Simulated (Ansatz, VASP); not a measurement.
**Zn: VASP beside Ansatz**

```
Zn
1.0
    -1.71410    1.71410    1.31314
     1.71410   -1.71410    1.31314
     1.71410    1.71410   -1.31314
Zn
1
Direct
  0.00000 0.00000 0.00000
```

Alike in both runs: functional PBE; k mesh 10 × 10 × 10; occupations gaussian, width 0.1 eV; no spin polarisation.

Ansatz relaxed the structure, and its values are those at the end. VASP's run is a single point on that final structure, the one shown.

```csv
,VASP,Ansatz
version,VASP 6.6.1,Ansatz 0.2.0
potentials or method,"VASP PAW PBE potentials, release 64 (Zn), cutoff 500 eV","scalar-relativistic, plane waves, PAW"
valence electrons in the cell,12,12
```

|  | VASP | Ansatz | Ansatz less VASP |
| --- | --- | --- | --- |
| gap on the k mesh at the Fermi level (eV) | none | none | - |
| pressure (GPa) | 0.4 | 0.0 | -0.36 |

A gap of «none» marks a metal or a gap that the smearing closes.
